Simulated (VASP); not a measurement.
A run of VASP 6.6.1 is set up as follows.

INCAR

```
SYSTEM = HgTe
PREC = Accurate
ENCUT = 520
EDIFF = 1E-7
ISMEAR = 0
SIGMA = 0.05
LREAL = .False.
LASPH = .True.
NELM = 80
ALGO = Normal
ISIF = 2
LWAVE = .False.
LCHARG = .False.
GGA = RE
NBANDS = 16
```

Contents of KPOINTS:

```
Automatic mesh
0
Gamma
  10 10 10
  0 0 0
```

POSCAR

```
HgTe
1.0
    0.0000000000      3.2860752822      3.2860752822
    3.2860752822      0.0000000000      3.2860752822
    3.2860752822      3.2860752822      0.0000000000
Hg Te
1 1
Direct
    0.0000000000      0.0000000000      0.0000000000
    0.2500000000      0.2500000000      0.2500000000
```

Potentials or basis: VASP PAW PBE potentials, release 64 (Hg, Te).

Run with:

```console
$ cat potpaw_PBE.64/Hg/POTCAR potpaw_PBE.64/Te/POTCAR > POTCAR
$ mpirun -np 1 vasp_std > vasp.out
```

Problem. Estimate the pressure.

Solution. 2.6 GPa.

Problem. What does it give for the band gap on the k mesh?

Solution. Zero (filled and empty bands touch).

Caveat: semilocal functionals underestimate gaps, so a narrow gap can read as zero; the PAW data sets were made with another functional, which shifts forces and pressure a little; spin-orbit coupling is left out, which moves the levels of the heavy elements.
